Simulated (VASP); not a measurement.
# Mg (P6_3/mmc) in VASP: further runs

The runs below take Mg through electric field gradients, with LDA.

Program: VASP 6.6.1. These are calculated values, not measurements. Logs are shortened: lines on timing, memory, paths and dates and some standing lists are left out, and cuts for length are marked.

## Step 1: The cell of the first run

Symmetry: P6_3/mmc, No. 194, hexagonal system. Conventional cell: a = 3.188 Å, b = 3.188 Å, c = 5.175 Å, α = 90.00°, β = 90.00°, γ = 120.00°. Mg (site symmetry -6m2) has 12 Mg at 3.18 to 3.19 Å within 4.2 Å.

## Step 2: Electric field gradients, LDA (volume scaled by 0.98)

INCAR

```
SYSTEM = Mg
PREC     = Accurate       ! precision mode
ENCUT    = 520            ! plane-wave cutoff, eV
EDIFF    = 1E-8           ! SCF threshold, eV
ISMEAR   = -1             ! smearing method
SIGMA    = 0.05           ! smearing width, eV
LREAL    = .False.        ! projectors in reciprocal space
LASPH    = .True.         ! aspherical terms in the spheres
NELM     = 60             ! most SCF steps
ALGO     = Normal         ! electronic algorithm
ISIF     = 2              ! what is computed and relaxed
LWAVE    = .False.        ! write WAVECAR
LCHARG   = .False.        ! write CHGCAR
GGA      = CA             ! functional
LEFG     = .True.       
NBANDS   = 9              ! bands
```

KPOINTS

```
Automatic mesh
0
Gamma
  12 12 7
  0 0 0
```

POSCAR

```
Mg
1.0
    3.1877321484      0.0000000000      0.0000000000
   -1.5938660741      2.7606570210      0.0000000000
    0.0000000000      0.0000000000      5.1753602886
Mg
2
Direct
    0.3333333333      0.6666666667      0.2500000000
    0.6666666667      0.3333333333      0.7500000000
```

Potentials or basis: VASP PAW LDA potentials, release 64 (Mg).

Run with:

```bash
cat potpaw_LDA.64/Mg/POTCAR > POTCAR
mpirun -np 1 vasp_std > vasp.out
```

OUTCAR:

```text
SYSTEM = Mg
   PREC = Accurate
   ENCUT = 520
   EDIFF = 1E-8
   ISMEAR = -1
   LREAL = .False.
   LASPH = .True.
   NELM = 60
   ISIF = 2
   GGA = CA

 ion  position               nearest neighbor table
   1  0.333  0.667  0.250-   2 3.18   2 3.18   2 3.18   2 3.18   2 3.18   2 3.18
   2  0.667  0.333  0.750-   1 3.18   1 3.18   1 3.18   1 3.18   1 3.18   1 3.18

  LATTYP: Found a hexagonal cell.
 ALAT       =     3.1877321484
 C/A-ratio  =     1.6235242008

  Lattice vectors:

 A1 = (   3.1877321484,   0.0000000000,   0.0000000000)
 A2 = (  -1.5938660741,   2.7606570210,   0.0000000000)
 A3 = (   0.0000000000,   0.0000000000,   5.1753602886)

Analysis of symmetry for initial positions (statically):
[... 35 lines left out ...]
                                     Primitive cell

  volume of cell :      45.5444

  direct lattice vectors                    reciprocal lattice vectors
     3.187732148  0.000000000  0.000000000     0.313702643  0.181116305  0.000000000
    -1.593866074  2.760657021  0.000000000     0.000000000  0.362232611  0.000000000
     0.000000000  0.000000000  5.175360289     0.000000000  0.000000000  0.193223263

  length of vectors
     3.187732148  3.187732148  5.175360289     0.362232611  0.362232611  0.193223263

  position of ions in fractional coordinates (direct lattice)
     0.333333333  0.666666667  0.250000000
     0.666666667  0.333333333  0.750000000

  ion indices of the primitive-cell ions
   primitive index   ion index
                 1           1
                 2           2

----------------------------------------------------------------------------------------

 KPOINTS: Automatic mesh

Automatic generation of k-mesh.
 Grid dimensions read from file:
 generate k-points for:   12   12    7

 Generating k-lattice:

  Cartesian coordinates                     Fractional coordinates (reciprocal lattice)
     0.026141887  0.015093025  0.000000000     0.083333333 -0.000000000  0.000000000
     0.000000000  0.030186051  0.000000000     0.000000000  0.083333333  0.000000000
     0.000000000  0.000000000  0.027603323     0.000000000  0.000000000  0.142857143

  Length of vectors
     0.030186051  0.030186051  0.027603323

  Shift w.r.t. Gamma in fractional coordinates (k-lattice)
     0.000000000  0.000000000  0.000000000

 Subroutine IBZKPT returns following result:
 ===========================================

 Found     76 irreducible k-points:

 Following reciprocal coordinates:
            Coordinates               Weight
  0.000000  0.000000  0.000000      1.000000
  0.083333 -0.000000  0.000000      6.000000
  0.166667 -0.000000  0.000000      6.000000
  0.250000 -0.000000  0.000000      6.000000
  0.333333 -0.000000  0.000000      6.000000
  0.416667 -0.000000  0.000000      6.000000
[... 16 lines left out ...]
  0.250000 -0.000000  0.142857     12.000000
  0.333333 -0.000000  0.142857     12.000000
 [... further k-points ...]
   k-points           NKPTS =     76   k-points in BZ     NKDIM =     76   number of bands    NBANDS=      9
   number of dos      NEDOS =    301   number of ions     NIONS =      2
   total plane-waves  NPLWV =  23040
   dimension x,y,z NGX =    24 NGY =   24 NGZ =   40
   dimension x,y,z NGXF=    48 NGYF=   48 NGZF=   80
   ions per type =               2
   NGX,Y,Z   is equivalent  to a cutoff of  12.52, 12.52, 12.85 a.u.
   NGXF,Y,Z  is equivalent  to a cutoff of  25.03, 25.03, 25.70 a.u.
 SYSTEM =  Mg
   PREC   = accura    normal or accurate (medium, high low for compatibility)
   ISTART =      0    job   : 0-new  1-cont  2-samecut
   ICHARG =      2    charge: 1-file 2-atom 10-const
   ISPIN  =      1    spin polarized calculation?
   LNONCOLLINEAR =      F non collinear calculations
   LSORBIT =      F    spin-orbit coupling
   LASPH  =      T    aspherical Exc in radial PAW
   ENCUT  =  520.0 eV  38.22 Ry    6.18 a.u.   5.93  5.93  9.62*2*pi/ulx,y,z
   NELM   =     60;   NELMIN=  2; NELMDL= -5     # of ELM steps
   EDIFF  = 0.1E-07   stopping-criterion for ELM
   LREAL  =      F    real-space projection
   EDIFFG = 0.1E-06   stopping-criterion for IOM
   NSW    =      0    number of steps for IOM
   IBRION =     -1    ionic relax: 0-MD 1-quasi-New 2-CG
   NFREE  =      0    steps in history (QN), initial steepest desc. (CG)
   ISIF   =      2    stress and relaxation
   ISYM   =      2    0-nonsym 1-usesym 2-fastsym
   POTIM  = 0.5000    time-step for ionic-motion
   TEBEG  =    0.0;   TEEND  =   0.0 temperature during run
   PSTRESS=    0.0 pullay stress
   NELECT =       4.0000    total number of electrons
   NUPDOWN=      -1.0000    fix difference up-down
   EMIN   =  10.00;   EMAX   =-10.00  energy-range for DOS
   EFERMI =   0.00;   METHOD = LEGACY
   ISMEAR =    -1;   SIGMA  =   0.05  broadening in eV -4-tet -1-fermi 0-gaus
   EFERMI_NEDOS =   21; number of points for ismear=-14 and -15
   IALGO  =     38    algorithm
   IMIX   =      4    mixing-type and parameters
     AMIX     =   0.40;   BMIX     =  1.00
     AMIX_MAG =   1.60;   BMIX_MAG =  1.00
  volume/ion in A,a.u.               =      22.77       153.67
  Fermi-wavevector in a.u.,A,eV,Ry     =   0.727696  1.375146  7.204845  0.529541
  Thomas-Fermi vector in A             =   1.818984
   LORBIT       =      0    0 simple, 1 ext, 2 COOP (PROOUT), +10 PAW based schemes
   GGA     = CA    functional components
   LHFCALC =     F    Hartree Fock is set to
   AEXX    =    0.0000 exact exchange contribution
   IVDW    =     0    specifies the selected vdW correction
   LEPSILON=     F    determine dielectric tensor
   LRPA    =     F    only Hartree local field effects (RPA)
 non-spin polarized calculation
  energy-cutoff  :      520.00
  volume of cell :       45.54
 maximum number of plane-waves:      1245
 NGX is ok and might be reduce to    24
   NGX = 11   NGY = 11   NGZ = 19

 number of electron       4.0000000 magnetization

 Free energy of the ion-electron system (eV)
  ---------------------------------------------------
  ext. energy  EPLUGINS =         0.00000000
  ---------------------------------------------------
  free energy    TOTEN  =        -3.60474002 eV

  energy without entropy =       -3.59718979  energy(sigma->0) =       -3.60096490

 E-fermi :   2.4575     XC(G=0):  -8.7058

 val. band max:        2.4290674579   @ k =   0.3333   0.1667   0.1429
 cond. band min:       2.4760986154   @ k =   0.2500   0.0833   0.0000
 fundamental gap:      0.0470311575
 Fermi energy:         2.4575115663

 k-point     1 :       0.0000    0.0000    0.0000
  band No.  band energies     occupation
      1      -4.4426      2.00000
      2       0.8487      2.00000
      3       1.2350      2.00000
      4      13.4548      0.00000
      5      13.4548      0.00000
      6      13.5110      0.00000
      7      13.5110      0.00000
      8      14.3766      0.00000
      9      15.9586      0.00000

 k-point     2 :       0.0833   -0.0000    0.0000
  band No.  band energies     occupation
      1      -4.3054      2.00000
      2       0.9737      2.00000
      3       1.3687      2.00000
      4      11.1706      0.00000
      5      12.2222      0.00000
      6      13.0702      0.00000
      7      14.9381      0.00000
      8      15.2143      0.00000
      9      15.8608      0.00000

 k-point     3 :       0.1667   -0.0000    0.0000
  band No.  band energies     occupation
      1      -3.8949      2.00000
      2       1.3489      2.00000
      3       1.7652      2.00000
      4       8.6472      0.00000
      5      11.1900      0.00000
      6      11.8726      0.00000
      7      13.4006      0.00000
      8      14.1901      0.00000
      9      15.8141      0.00000

 k-point     4 :       0.2500   -0.0000    0.0000
  band No.  band energies     occupation
      1      -3.2148      2.00000
      2       1.9749      1.99987
      3       2.4025      1.50061
      4       6.3080      0.00000
      5      10.3889      0.00000
      6      10.5666      0.00000
      7      11.0514      0.00000
      8      12.6025      0.00000
      9      14.9270      0.00000

 k-point     5 :       0.3333   -0.0000    0.0000
  band No.  band energies     occupation
      1      -2.2708      2.00000
      2       2.8521      0.00075
      3       3.0935      0.00001
      4       4.3736      0.00000
      5       8.9189      0.00000
      6       9.0741      0.00000
      7       9.8182      0.00000
      8      11.4992      0.00000
      9      14.2794      0.00000

 k-point     6 :       0.4167   -0.0000    0.0000
  band No.  band energies     occupation
      1      -1.0715      2.00000
      2       2.0093      1.99974
      3       3.9782      0.00000
      4       4.6663      0.00000
      5       7.0332      0.00000
      6       7.4967      0.00000
      7       9.4766      0.00000
      8      10.9099      0.00000
      9      13.8876      0.00000
[... 169 lines left out ...]
 k-point    21 :       0.0833   -0.0000    0.1429
  band No.  band energies     occupation
      1      -4.1907      2.00000
      2      -0.2665      2.00000
      3       2.8064      0.00186
      4      11.2500      0.00000
      5      12.3158      0.00000
      6      12.9537      0.00000
      7      13.7430      0.00000
      8      14.9117      0.00000
      9      15.1634      0.00000

 k-point    22 :       0.1667   -0.0000    0.1429
  band No.  band energies     occupation
      1      -3.7808      2.00000
      2       0.1253      2.00000
      3       3.1832      0.00000
      4       8.7461      0.00000
      5      11.2853      0.00000
      6      11.7008      0.00000
      7      12.6721      0.00000
      8      14.2792      0.00000
      9      14.6270      0.00000

 k-point    23 :       0.2500   -0.0000    0.1429
  band No.  band energies     occupation
      1      -3.1014      2.00000
      2       0.7728      2.00000
      3       3.7837      0.00000
      4       6.4246      0.00000
      5       9.7783      0.00000
      6      10.4845      0.00000
      7      11.3840      0.00000
      8      13.2118      0.00000
      9      13.8531      0.00000

 k-point    24 :       0.3333   -0.0000    0.1429
  band No.  band energies     occupation
      1      -2.1586      2.00000
      2       1.6584      2.00000
      3       3.9664      0.00000
      4       4.9846      0.00000
      5       7.7802      0.00000
      6       9.9138      0.00000
      7      10.1507      0.00000
      8      11.8177      0.00000
      9      13.2744      0.00000

 [... further k-points ...]
[... 5 lines left out ...]
  --------------------------------------------------------------------------------------
  -------------------------------------------------------------------------------------
  Total       -0.5456919     -0.5456919     -0.8020895     -0.0000000      0.0000000      0.0000000
  in kB      -19.1965534    -19.1965534    -28.2162031     -0.0000000      0.0000000      0.0000000
  external PRESSURE =     -22.2031033 kB  Pullay stress =       0.0000000 kB

 VOLUME and BASIS-vectors are now :
 -----------------------------------------------------------------------------
  energy-cutoff  :      520.00
  volume of cell :       45.54
      direct lattice vectors                 reciprocal lattice vectors
     3.187732148  0.000000000  0.000000000     0.313702643  0.181116305  0.000000000
    -1.593866074  2.760657021  0.000000000     0.000000000  0.362232611  0.000000000
     0.000000000  0.000000000  5.175360289     0.000000000  0.000000000  0.193223263

 POSITION                                       TOTAL-FORCE (eV/Angst)
 -----------------------------------------------------------------------------------
     -0.00000      1.84044      1.29384         0.000000     -0.000000      0.000000
      1.59387      0.92022      3.88152        -0.000000      0.000000      0.000000
 -----------------------------------------------------------------------------------
    total drift:                                0.000000     -0.000000      0.000000

  FREE ENERGIE OF THE ION-ELECTRON SYSTEM (eV)
  ---------------------------------------------------
  free  energy   TOTEN  =        -3.6047400191 eV

  energy  without entropy=       -3.5971897861  energy(sigma->0) =       -3.60096490

 Electric field gradients (V/A^2)
---------------------------------------------------------------------
 ion       V_xx      V_yy      V_zz      V_xy      V_xz      V_yz
---------------------------------------------------------------------
   1      -0.631    -0.631     1.262    -0.000    -0.000     0.000
   2      -0.631    -0.631     1.262    -0.000     0.000    -0.000
---------------------------------------------------------------------

 Electric field gradients after diagonalization (V/A^2)
 (convention: |V_zz| > |V_xx| > |V_yy|)
----------------------------------------------------------------------
 ion       V_xx      V_yy      V_zz     asymmetry (V_yy - V_xx)/ V_zz
----------------------------------------------------------------------
   1      -0.631    -0.631     1.262       0.000
   2      -0.631    -0.631     1.262       0.000
----------------------------------------------------------------------

           NMR quadrupolar parameters

 Cq : quadrupolar parameter    Cq=e*Q*V_zz/h
 eta: asymmetry parameters     (V_yy - V_xx)/ V_zz
 Q  : nuclear electric quadrupole moment in mb (millibarn)
----------------------------------------------------------------------
 ion       Cq(MHz)       eta       Q (mb)
----------------------------------------------------------------------
   1       0.003       0.000       1.000
   2       0.003       0.000       1.000
----------------------------------------------------------------------
```

Wall time 8.4 s (1 thread of Intel Xeon Platinum 8488C (Sapphire Rapids), shared host); peak memory 0.15 GiB.

What came out:

- Free energy: -3.6047 eV
- Pressure: -2.2 GPa
- Band gap on the k mesh: zero (band 2 reaches 3.52 eV, above the bottom of band 3 at 1.24 eV)

Electric field gradients, principal values (V/Å²):
```csv
atom,least,middle,greatest (by size)
1 Mg,-0.631,-0.631,1.262
2 Mg,-0.631,-0.631,1.262
```

Caveat: without QUAD_EFG the Cq values of the log hold for a quadrupole moment of 1 mb, not for the nuclei.

## Step 3: Electric field gradients, LDA (volume scaled by 0.98)

INCAR

```
ALGO = Normal
EDIFF = 1E-8
ENCUT = 520
ISIF = 2
ISMEAR = -1
LASPH = True
LCHARG = False
LEFG = True
LREAL = False
LWAVE = False
NBANDS = 9
NELM = 80
PREC = Accurate
SIGMA = 0.05
```

KPOINTS

```
k-points
0
Gamma
  12 12 7
```

POSCAR is that of step 2.

Potentials or basis: VASP PAW LDA potentials, release 64 (Mg).

Run with:

```bash
cat potpaw_LDA.64/Mg/POTCAR > POTCAR
mpirun -np 1 vasp_std > vasp.out
```

OUTCAR:

```text
EDIFF = 1E-8
   ENCUT = 520
   ISIF = 2
   ISMEAR = -1
   LASPH = True
   LREAL = False
   NELM = 80
   PREC = Accurate

 ion  position               nearest neighbor table
   1  0.333  0.667  0.250-   2 3.18   2 3.18   2 3.18   2 3.18   2 3.18   2 3.18
   2  0.667  0.333  0.750-   1 3.18   1 3.18   1 3.18   1 3.18   1 3.18   1 3.18

  LATTYP: Found a hexagonal cell.
 ALAT       =     3.1877321484
 C/A-ratio  =     1.6235242008

  Lattice vectors:

 A1 = (   3.1877321484,   0.0000000000,   0.0000000000)
 A2 = (  -1.5938660741,   2.7606570210,   0.0000000000)
 A3 = (   0.0000000000,   0.0000000000,   5.1753602886)

Analysis of symmetry for initial positions (statically):
=====================================================================
 Subroutine PRICEL returns:
 Original cell was already a primitive cell.

 Routine SETGRP: Setting up the symmetry group for a
 hexagonal supercell.

 Subroutine GETGRP returns: Found 24 space group operations
[... 479 lines left out ...]
     3.187732148  0.000000000  0.000000000     0.313702643  0.181116305  0.000000000
    -1.593866074  2.760657021  0.000000000     0.000000000  0.362232611  0.000000000
     0.000000000  0.000000000  5.175360289     0.000000000  0.000000000  0.193223263

 POSITION                                       TOTAL-FORCE (eV/Angst)
 -----------------------------------------------------------------------------------
     -0.00000      1.84044      1.29384         0.000000     -0.000000      0.000000
      1.59387      0.92022      3.88152        -0.000000      0.000000      0.000000
 -----------------------------------------------------------------------------------
    total drift:                                0.000000     -0.000000      0.000000

  FREE ENERGIE OF THE ION-ELECTRON SYSTEM (eV)
  ---------------------------------------------------
  free  energy   TOTEN  =        -3.6047400191 eV

  energy  without entropy=       -3.5971897861  energy(sigma->0) =       -3.60096490

 Electric field gradients (V/A^2)
---------------------------------------------------------------------
 ion       V_xx      V_yy      V_zz      V_xy      V_xz      V_yz
---------------------------------------------------------------------
   1      -0.631    -0.631     1.262    -0.000    -0.000     0.000
   2      -0.631    -0.631     1.262    -0.000     0.000    -0.000
---------------------------------------------------------------------

 Electric field gradients after diagonalization (V/A^2)
 (convention: |V_zz| > |V_xx| > |V_yy|)
----------------------------------------------------------------------
 ion       V_xx      V_yy      V_zz     asymmetry (V_yy - V_xx)/ V_zz
----------------------------------------------------------------------
   1      -0.631    -0.631     1.262       0.000
   2      -0.631    -0.631     1.262       0.000
----------------------------------------------------------------------

           NMR quadrupolar parameters

 Cq : quadrupolar parameter    Cq=e*Q*V_zz/h
 eta: asymmetry parameters     (V_yy - V_xx)/ V_zz
 Q  : nuclear electric quadrupole moment in mb (millibarn)
----------------------------------------------------------------------
 ion       Cq(MHz)       eta       Q (mb)
----------------------------------------------------------------------
   1       0.003       0.000       1.000
   2       0.003       0.000       1.000
----------------------------------------------------------------------
```

Run time: 8.6 s. Hardware: 1 thread of Intel Xeon Platinum 8488C (Sapphire Rapids), shared host; peak memory 0.16 GiB.

What came out:

- Free energy: -3.6047 eV
- Pressure: -2.2 GPa
- Band gap on the k mesh: zero (band 2 reaches 3.52 eV, above the bottom of band 3 at 1.24 eV)

Levels at points of the mesh, in eV from the Fermi level:
```tsv
k point	band 1	band 2	band 3	band 4	band 5	band 6	band 7
(0.00, 0.00, 0.00)	-6.90	-1.61	-1.22	11.00	11.00	11.05	11.05
(0.50, 0.00, 0.00)	-2.10	-2.08	2.72	3.12	3.31	3.73	6.91
```

Electric field gradients, principal values (V/Å²):
| atom | least | middle | greatest (by size) |
| --- | --- | --- | --- |
| 1 Mg | -0.631 | -0.631 | 1.262 |
| 2 Mg | -0.631 | -0.631 | 1.262 |

Caveat: without QUAD_EFG the Cq values of the log hold for a quadrupole moment of 1 mb, not for the nuclei.

[end of part 1 of 3]
